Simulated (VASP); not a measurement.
Set up this calculation in VASP 6.6.1, as the native input.

```yaml
Task: density of states
Functional: PBEsol
Potentials_or_basis: VASP PAW PBE potentials, release 64 (Cu)
Cutoff: 520 eV
k_mesh: 20 × 20 × 20
Occupations: gaussian, width 0.1 eV
Spin: no spin polarisation
Dipole_correction: no
k_mesh_for_the_DOS: 30 × 30 × 30
Occupations_for_the_DOS: tetrahedron
Further_INCAR_settings: ALGO = Fast; EDIFF = 1e-07
```

Cu:

```
Cu
1.0
     0.00000    1.81487    1.81487
     1.81487    0.00000    1.81487
     1.81487    1.81487    0.00000
Cu
1
Direct
  0.00000 0.00000 0.00000
```

The input as run:

POSCAR

```
Cu
1.0
    0.0000000000      1.8148741495      1.8148741495
    1.8148741495      0.0000000000      1.8148741495
    1.8148741495      1.8148741495      0.0000000000
Cu
1
Direct
    0.0000000000      0.0000000000      0.0000000000
```

INCAR.step1

```
SYSTEM = Cu
PREC = Accurate ; ENCUT = 520
EDIFF = 1E-7 ; ISMEAR = 0
SIGMA = 0.1 ; LREAL = .False.
LASPH = .True. ; NELM = 100
ALGO = Fast ; ISIF = 2
LWAVE = .False. ; LCHARG = .True.
LMAXMIX = 4 ; GGA = PS
NBANDS = 12
```

KPOINTS.step1

```
regular mesh
0
Gamma
  20 20 20
  0 0 0
```

INCAR.step2

```
SYSTEM = Cu
PREC = Accurate ; ENCUT = 520
EDIFF = 1E-7 ; ISMEAR = -5
SIGMA = 0.1 ; LREAL = .False.
LASPH = .True. ; NELM = 100
ALGO = Fast ; ISIF = 2
LWAVE = .False. ; LCHARG = .False.
LMAXMIX = 4 ; GGA = PS
LORBIT = 11 ; NEDOS = 1001
ICHARG = 11
```

KPOINTS.step2

```
regular mesh
0
Gamma
  30 30 30
  0 0 0
```

Potentials or basis: VASP PAW PBE potentials, release 64 (Cu).

Launch:

```bash
$ cat potpaw_PBE.64/Cu/POTCAR > POTCAR
$ cp INCAR.step1 INCAR
$ cp KPOINTS.step1 KPOINTS
$ mpirun -np 1 vasp_std > vasp.out
$ cp INCAR.step2 INCAR
$ cp KPOINTS.step2 KPOINTS
$ mpirun -np 1 vasp_std > vasp.out
```

It gave:

```json
{
 "Valence electrons inside the program's atomic spheres": "Cu 9.99"
}
```

Run time: 2.4 min on 1 thread of Intel Xeon 8259CL (shared host), peak memory 0.2 GiB.
